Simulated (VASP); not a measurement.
Wanted: the native input for a VASP 6.6.1 run.

| Item | Value |
| --- | --- |
| Task | single point |
| Functional | PBE |
| Potentials or basis | VASP PAW PBE potentials, release 64 (Sn_d, Ge_d, O_h) |
| Cutoff | 1340 eV |
| k mesh | 8 × 8 × 6 |
| Occupations | gaussian, width 0.02 eV |
| Spin | no spin polarisation |
| Dipole correction | no |
| Further INCAR settings | ALGO = Normal; EDIFF = 1e-06; NBANDS = 28 |

The structure of SnGeO2 lies in POSCAR:

```
SnGeO2
1.0
    3.7191950202      0.0000000000      0.0000000000
    0.0000000000      3.7191950202      0.0000000000
    0.0000000000      0.0000000000      4.5898817787
Sn Ge O
1 1 2
Direct
    0.5000000000      0.5000000000      0.2528209781
    0.0000000000      0.0000000000      0.7731049286
    0.0000000000      0.5000000000      0.9870365466
    0.5000000000      0.0000000000      0.9870365466
```

One way to write it, as run:

INCAR

```
SYSTEM = SnGeO2
PREC = Accurate ; ENCUT = 1340
EDIFF = 1E-6 ; ISMEAR = 0
SIGMA = 0.02 ; LREAL = .False.
LASPH = .True. ; NELM = 120
ALGO = Normal ; ISIF = 2
LWAVE = .False. ; LCHARG = .False.
GGA = PE ; NBANDS = 28
GGA_COMPAT = .False.
```

KPOINTS

```
regular mesh
0
Gamma
  8 8 6
  0 0 0
```

Potentials or basis: VASP PAW PBE potentials, release 64 (Sn_d, Ge_d, O_h).

The run is started by

```console
$ cat potpaw_PBE.64/Sn_d/POTCAR potpaw_PBE.64/Ge_d/POTCAR potpaw_PBE.64/O_h/POTCAR > POTCAR
$ mpirun -np 1 vasp_std > vasp.out
```

It gave:

```
Pressure               : 2.1 GPa
Largest force          : 0.069 eV/Å
Band gap on the k mesh : 0.66 eV (least direct gap 1.87 eV)
```

Caveat: semilocal functionals underestimate gaps, and a narrow one can read as zero; spin-orbit coupling is left out, which moves the levels of the heavy elements.

Wall time 3.2 min on 1 thread of AMD EPYC 9R45 96-Core Processor (Zen 5), on a shared host, peak memory 0.63 GiB.
